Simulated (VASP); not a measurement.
Wanted: the native input for a VASP 6.6.1 run.

```yaml
Task: single point
Functional: PBE
Potentials_or_basis: VASP PAW PBE potentials, release 64 (Al, Cl)
Cutoff: 500 eV
k_mesh: 5 × 5 × 5
Occupations: gaussian, width 0.2 eV
Spin: no spin polarisation
Dipole_correction: no
Further_INCAR_settings: ALGO = Normal; EDIFF = 1e-06; NBANDS = 16
```

The structure of Al3Cl lies in POSCAR:

```
Al3Cl
1.0
    0.0000000000      3.3784078554      3.3784078554
    3.3784078554      0.0000000000      3.3784078554
    3.3784078554      3.3784078554      0.0000000000
Al Cl
3 1
Direct
    0.5000000000      0.5000000000      0.5000000000
    0.2500000000      0.2500000000      0.2500000000
    0.7500000000      0.7500000000      0.7500000000
    0.0000000000      0.0000000000      0.0000000000
```

The input as run:

INCAR

```
PREC = Accurate
ENCUT = 500
EDIFF = 1E-6
ISMEAR = 0
SIGMA = 0.2
LREAL = F
LASPH = T
NELM = 120
ALGO = Normal
ISIF = 2
LWAVE = F
LCHARG = F
GGA = PE
NBANDS = 16
GGA_COMPAT = F
```

KPOINTS

```
Automatic mesh
0
Gamma
  5 5 5
```

Potentials or basis: VASP PAW PBE potentials, release 64 (Al, Cl).

Launch:

```sh
$ cat potpaw_PBE.64/Al/POTCAR potpaw_PBE.64/Cl/POTCAR > POTCAR
$ mpirun -np 1 vasp_std > vasp.out
```

Results of the run:

```
Pressure               : -0.1 GPa
Band gap on the k mesh : zero (band 8 reaches 6.27 eV, above the bottom of band 9 at 5.82 eV)
```

Wall time 14 s on 1 thread of Intel Xeon 6975P-C, with other jobs on the host, peak memory 0.19 GiB.
